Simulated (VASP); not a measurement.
# Os: single point with PBEsol

Os:

```xyz
1
Lattice="2.5315 0.0000 0.0000 0.0000 2.5315 0.0000 0.0000 0.0000 2.5315" Properties=species:S:1:pos:R:3 pbc="T T T"
Os    0.0000    0.0000    0.0000
```

This isn't the form of Os at room conditions, which is hcp.

```yaml
Program: VASP 6.6.1
Task: single point
Functional: PBEsol
Potentials_or_basis: VASP PAW PBE potentials, release 64 (Os)
Cutoff: 520 eV
k_mesh: 13 × 13 × 13
Occupations: fermi-dirac, width 0.136057 eV
Spin: no spin polarisation
Dipole_correction: no
Further_INCAR_settings: ALGO = Normal; EDIFF = 1e-06; NBANDS = 10
```

```json
{
 "Pressure": "0.1 GPa",
 "Band gap on the k mesh": "zero (bands 4 and 5 overlap by 5.67 eV)"
}
```

Levels at points of the mesh, in eV from the Fermi level:
| k point | band 2 | band 3 | band 4 | band 5 | band 6 | band 7 |
| --- | --- | --- | --- | --- | --- | --- |
| (0.00, 0.00, 0.00) | -6.19 | -6.19 | 2.38 | 2.38 | 2.38 | 15.67 |

Wall time 17 s on 1 thread of Intel Xeon 8259CL, on a shared host, peak memory 0.13 GiB.

Caveat: the PAW data sets were made with another functional, which shifts forces and pressure a little; spin-orbit coupling is left out, which moves the levels of the heavy elements.
